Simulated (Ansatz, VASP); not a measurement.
MgS in VASP and in Ansatz

The input POSCAR:

```
MgS
1.0
    0.0000000000      2.9158031465      2.7038767364
    2.9158031465      0.0000000000      2.7038767364
    2.9158031465      2.9158031465      0.0000000000
Mg S
1 1
Direct
    0.0000000000      0.0000000000      0.0000000000
    0.2500000000      0.2500000000      0.2500000000
```

File INCAR.step1:

```
  PREC = Accurate
  ENCUT = 520
  EDIFF = 1E-5
  ISMEAR = 0
  SIGMA = 0.01
  LREAL = False
  LASPH = True
  NELM = 100
  ALGO = Normal
  ISIF = 2
  LWAVE = True
  LCHARG = False
  GGA = PE
  NBANDS = 11
```

INCAR.step2

```
  PREC = Accurate
  ENCUT = 520
  EDIFF = 1E-6
  ISMEAR = 0
  SIGMA = 0.01
  LREAL = False
  LASPH = True
  NELM = 100
  ALGO = Normal
  ISIF = 2
  LWAVE = False
  LCHARG = False
  GGA = PE
  LHFCALC = True
  HFSCREEN = 0.2079
  PRECFOCK = Normal
  ISTART = 1
  NBANDS = 11
```

Contents of KPOINTS:

```
regular mesh
0
Gamma
  6 6 6
```

Input for Ansatz:

```yaml
crystal:
  lattice:
    - [0.0, 2.9158031465, 2.7038767364]
    - [2.9158031465, 0.0, 2.7038767364]
    - [2.9158031465, 2.9158031465, 0.0]
  atoms:
    - { symbol: Mg, position: [0.0, 0.0, 0.0] }
    - { symbol: S, position: [0.25, 0.25, 0.25] }
kpoints:
  mp_grid: { grid: [6, 6, 6] }
  band_path:
    path:
      - [0.0, 0.0, 0.0]
      - [-0.5, -0.5, 0.0]
      - [-0.375, -0.375, 0.25]
      - [-0.375, 0.0, 0.375]
      - [0.0, 0.0, 0.5]
      - [-0.5, -0.25, 0.25]
    npoints: 1
hamiltonian:
  xc: hse06
scf:
  occupations: { method: fixed }
  n_extra_bands: 4
output:
  forces: true
  stress: true
  eigenvalues: true
```

Change from the starting cell: epitaxial_xy strain +3.0%.

Alike in both runs: task single point; functional HSE06; k mesh 6 × 6 × 6; no spin polarisation.

|  | VASP | Ansatz |
| --- | --- | --- |
| version | VASP 6.6.1 | Ansatz 0.2.0 |
| potentials or method | VASP PAW PBE potentials, release 64 (Mg, S) | plane waves, PAW |
| plane-wave cutoff (eV) | 520 | 420 |
| occupations | gaussian, width 0.01 eV | fixed |
| valence electrons in the cell | 8 | 16 |

```tsv
	VASP	Ansatz	Ansatz less VASP
gap on the k mesh at the Fermi level (eV)	4.30	4.32	+0.017
pressure (GPa)	-1.1	-0.9	+0.17
traceless stress, the component that is largest in VASP (GPa)	0.97	0.95	-0.016
```

VASP's potentials hold 8 valence electrons a cell and Ansatz's 16, so a difference there can come from the potentials and not from the codes. Ansatz's warnings: stress exchange threshold loose, stress scf threshold loose.
